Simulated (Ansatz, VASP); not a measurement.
**Two plane-wave programs on Ti**

```
Ti
1.0
     2.95000    0.00000    0.00369
    -1.47500    2.55477   -0.00184
     0.00586    0.00000    4.68600
Ti
2
Direct
  0.33333 0.66667 0.25000
  0.66667 0.33333 0.75000
```

Change from the starting cell: strain +0.0025 x Voigt [0, 0, 0, 0, 1, 0], atoms carried along.

Alike in both runs: task single point; functional PBEsol; k mesh 18 × 18 × 10; occupations gaussian, width 0.15 eV; no spin polarisation.

|  | VASP | Ansatz |
| --- | --- | --- |
| version | VASP 6.6.1 | Ansatz 0.2.0 |
| potentials or method | VASP PAW PBE potentials, release 64 (Ti_sv), cutoff 520 eV | scalar-relativistic, plane waves, PAW |
| valence electrons in the cell | 24 | 24 |

VASP gave:

* gap on the k mesh at the Fermi level (eV): none
* pressure (GPa): -6.1
* traceless stress, the component that is largest in VASP (GPa): -0.38

Q: What did Ansatz give for the same quantities?

A: gap on the k mesh at the Fermi level (eV): none; pressure (GPa): -5.9; traceless stress, the component that is largest in VASP (GPa): -0.38.

VASP's potentials were made for PBE, not for PBEsol. A gap of «none» marks a metal or a gap that the smearing closes. With one functional, cell and mesh, what is left measures potentials, basis and numerics.
